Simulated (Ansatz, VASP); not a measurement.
# YSe4F2 in VASP and in Ansatz

Contents of INCAR:

```
  PREC = Accurate
  ENCUT = 600
  EDIFF = 1E-6
  ISMEAR = 0
  SIGMA = 0.1
  LREAL = F
  LASPH = T
  NELM = 80
  ALGO = Normal
  ISIF = 3
  LWAVE = F
  LCHARG = F
  GGA = PE
  IBRION = 2
  NSW = 90
  EDIFFG = -0.04
```

KPOINTS

```
regular mesh
0
Gamma
  4 4 6
```

POSCAR

```
YSe4F2
1.0
    6.4236012907      0.0000000000      0.0000000000
    0.0000000000      6.4236012907      0.0000000000
    0.0000000000      0.0000000000      3.6634878460
Y Se F
1 4 2
Direct
    0.0000000000      0.0000000000      0.0000000000
    0.3120368989      0.3120368989      0.0000000000
    0.6879631011      0.6879631011      0.0000000000
    0.3120368989      0.6879631011      0.0000000000
    0.6879631011      0.3120368989      0.0000000000
    0.0000000000      0.5000000000      0.5000000000
    0.5000000000      0.0000000000      0.5000000000
```

Input for Ansatz:

```yaml
crystal:
  lattice:
    - [6.4236012907, 0.0, 0.0]
    - [0.0, 6.4236012907, 0.0]
    - [0.0, 0.0, 3.663487846]
  atoms:
    - { symbol: "Y", position: [0.0, 0.0, 0.0] }
    - { symbol: Se, position: [0.3120368989, 0.3120368989, 0.0] }
    - { symbol: Se, position: [0.6879631011, 0.6879631011, 0.0] }
    - { symbol: Se, position: [0.3120368989, 0.6879631011, 0.0] }
    - { symbol: Se, position: [0.6879631011, 0.3120368989, 0.0] }
    - { symbol: F, position: [0.0, 0.5, 0.5] }
    - { symbol: F, position: [0.5, 0.0, 0.5] }
basis:
  ecutwfc: 420
kpoints:
  mp_grid: { grid: [4, 4, 6] }
hamiltonian:
  xc: pbe
scf:
  occupations: { method: gaussian, width: 0.1 }
  lower_state_search: "off"
output:
  forces: true
  stress: true
  eigenvalues: true
relax:
  adjacent_minimum: "off"
  f_tol: 0.04
  max_steps: 70
  cell: { stress_tol: 0.4 }
```

Change from the starting cell: species swapped into the Cs2PdCl4 type (P4/mmm, No. 123).

Alike in both runs: task relaxation of cell and atoms; functional PBE; k mesh 4 × 4 × 6; occupations gaussian, width 0.1 eV; no spin polarisation.

|  | VASP | Ansatz |
| --- | --- | --- |
| version | VASP 6.6.1 | Ansatz 0.2.0 |
| potentials or method | VASP PAW PBE potentials, release 64 (Y_sv, Se, F), cutoff 600 eV | scalar-relativistic, plane waves, PAW |
| valence electrons in the cell | 49 | 89 |

```tsv
	VASP	Ansatz	Ansatz less VASP
gap on the k mesh at the Fermi level, each at its own relaxed structure (eV)	none	none	-
relaxed volume (Å³/atom)	21.51	21.48	-0.024
relaxed length of the cell vector where the two differ most in proportion (Å)	3.578	3.572	-0.0056
```

A gap of «none» marks a metal or a gap that the smearing closes. VASP's potentials hold 49 valence electrons a cell and Ansatz's 89, so a difference there can come from the potentials and not from the codes.
